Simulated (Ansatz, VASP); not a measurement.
**Sc: VASP beside Ansatz**

```
CELL_PARAMETERS angstrom
-3.08042 3.08042 2.64817
3.08042 -3.08042 2.64817
2.83337 2.83337 -2.64817
ATOMIC_POSITIONS crystal
Sc 0.16835 0.33165 0.50000
Sc 0.66222 0.16222 0.82443
Sc 0.33778 0.83778 0.17557
Sc 0.83165 0.66835 0.50000
```

Alike in both runs: task single point; functional PBEsol; k mesh 10 × 10 × 10; occupations gaussian, width 0.1 eV; no spin polarisation.

```csv
,VASP,Ansatz
version,VASP 6.6.1,Ansatz 0.2.0
potentials or method,"VASP PAW PBE potentials, release 64 (Sc_sv), cutoff 520 eV","scalar-relativistic, plane waves, PAW"
valence electrons in the cell,44,44
```

```tsv
	VASP	Ansatz	Ansatz less VASP
gap on the k mesh at the Fermi level (eV)	none	none	-
pressure (GPa)	3.5	3.5	-0.04
traceless stress, the component that is largest in VASP (GPa)	2.63	2.61	-0.023
rms of the force components (eV/Å)	0.137	0.130	-0.0065
```

VASP's potentials were made for PBE, not for PBEsol. Atom by atom the forces differ by 0.007 eV/Å (rms over components). A gap of «none» marks a metal or a gap that the smearing closes.
